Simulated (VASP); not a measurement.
## GaB12: relaxation of cell and atoms with PBE

Crystal: GaB12.

```
Ga B
1.0
     0.00000    3.70207    3.70207
     3.70207    0.00000    3.70207
     3.70207    3.70207    0.00000
Ga B
1 12
Direct
  0.00000 0.00000 0.00000
  0.83700 0.50000 0.50000
  0.83700 0.50000 0.16300
  0.50000 0.83700 0.16300
  0.50000 0.83700 0.50000
  0.16300 0.50000 0.50000
  0.50000 0.16300 0.50000
  0.50000 0.16300 0.83700
  0.16300 0.50000 0.83700
  0.16300 0.83700 0.50000
  0.50000 0.50000 0.83700
  0.50000 0.50000 0.16300
  0.83700 0.16300 0.50000
```

```yaml
Program: VASP 6.6.1
Task: relaxation of cell and atoms
Functional: PBE
Potentials_or_basis: VASP PAW PBE potentials, release 64 (Ga_d, B)
Cutoff: 600 eV
k_mesh: 4 × 4 × 4
Occupations: gaussian, width 0.1 eV
Spin: no spin polarisation
Dipole_correction: no
Further_INCAR_settings: ALGO = Normal; EDIFF = 1e-06; IBRION = 2; EDIFFG = -0.04; NSW = 90; ISIF = 3
```

The relaxed volume is 8.06 Å³/atom, the relaxed cell is a = 5.291 Å, b = 5.291 Å, c = 5.291 Å, α = 60.00°, β = 60.00°, γ = 60.00° and the space group after relaxing (to 0.05 Å) is Fm-3m (No. 225). The energy gained by relaxing is 5.3 meV/atom, the ionic steps are 5 and the pressure after relaxing is 0.0 GPa.

Step by step:
```csv
step,energy change (eV),largest force (eV/Å),pressure (GPa),volume (Å³)
1,0.0000,0.2392,6.47,101.48
2,-0.0388,0.3483,-2.86,106.18
3,-0.0655,0.1313,0.59,104.30
4,-0.0684,0.0564,-0.33,104.96
5,-0.0692,0.0016,-0.03,104.75
```

Final structure:
```cif
data_structure
_symmetry_space_group_name_H-M 'P 1'
_symmetry_Int_Tables_number 1
_cell_length_a 5.2913
_cell_length_b 5.2913
_cell_length_c 5.2913
_cell_angle_alpha 60.000
_cell_angle_beta 60.000
_cell_angle_gamma 60.000
_cell_volume 104.75
loop_
_atom_site_label
_atom_site_type_symbol
_atom_site_fract_x
_atom_site_fract_y
_atom_site_fract_z
_atom_site_occupancy
Ga1 Ga 0.00000 0.00000 0.00000 1
B1 B 0.83766 0.50000 0.50000 1
B2 B 0.83766 0.50000 0.16234 1
B3 B 0.50000 0.83766 0.16234 1
B4 B 0.50000 0.83766 0.50000 1
B5 B 0.16234 0.50000 0.50000 1
B6 B 0.50000 0.16234 0.50000 1
B7 B 0.50000 0.16234 0.83766 1
B8 B 0.16234 0.50000 0.83766 1
B9 B 0.16234 0.83766 0.50000 1
B10 B 0.50000 0.50000 0.83766 1
B11 B 0.50000 0.50000 0.16234 1
B12 B 0.83766 0.16234 0.50000 1
```

Levels at points of the mesh, in eV from the Fermi level:
```
           k point  band 23  band 24  band 25  band 26  band 27  band 28
(0.00, 0.00, 0.00)    -1.07    -0.57    -0.57     3.25     3.25     3.25
(0.50, 0.00, 0.00)    -1.06    -1.06     0.84     1.47     1.47     3.10
(0.50, 0.50, 0.00)    -1.67    -1.53    -0.78     0.08     0.08     4.26
```

Run time: 70 s on 1 thread of AMD EPYC 9R45 96-Core Processor (Zen 5), on a shared host, peak memory 0.24 GiB.

Caveat: the k points lie up to 0.36 Å⁻¹ apart in the final cell.
